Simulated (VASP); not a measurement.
TlCl, 2 atoms in the cell. The structure is cubic, space group Pm-3m (No. 221). The conventional cell has a = 3.837 Å, b = 3.837 Å, c = 3.837 Å, α = 90.00°, β = 90.00°, γ = 90.00°. Tl (site symmetry m-3m) has 8 Cl at 3.32 Å and 6 Tl at 3.84 Å within 4.4 Å. Within 4.4 Å of Cl (site symmetry m-3m) lie 8 Tl at 3.32 Å and 6 Cl at 3.84 Å. 

* Program: VASP 6.6.1
* Task: relaxation of cell and atoms
* Functional: r2SCAN
* Potentials or basis: VASP PAW PBE potentials, release 64 (Tl_d, Cl)
* Cutoff: 550 eV
* k mesh: 6 × 6 × 6
* Occupations: gaussian, width 0.01 eV
* Spin: no spin polarisation
* Target pressure: 15 GPa
* Dipole correction: no
* Further INCAR settings: ALGO = Normal; EDIFF = 1e-07; IBRION = 2; EDIFFG = -0.002; NSW = 100; ISIF = 3

Potentials or basis: VASP PAW PBE potentials, release 64 (Tl_d, Cl).

Run with:

```sh
$ cat potpaw_PBE.64/Tl_d/POTCAR potpaw_PBE.64/Cl/POTCAR > POTCAR
$ cp INCAR.step1 INCAR
$ mpirun -np 1 vasp_std > vasp.out
$ cp INCAR.step2 INCAR
$ mpirun -np 1 vasp_std > vasp.out
```

Hardware: 1 thread of Intel(R) Xeon(R) 6975P-C (Granite Rapids), on a shared host.

Question: How long does it take, and how much memory?

Answer: It took 4 min on 1 thread of Intel(R) Xeon(R) 6975P-C (Granite Rapids), on a shared host, peak memory 0.18 GiB. Counts: k points 20, ion steps 6.
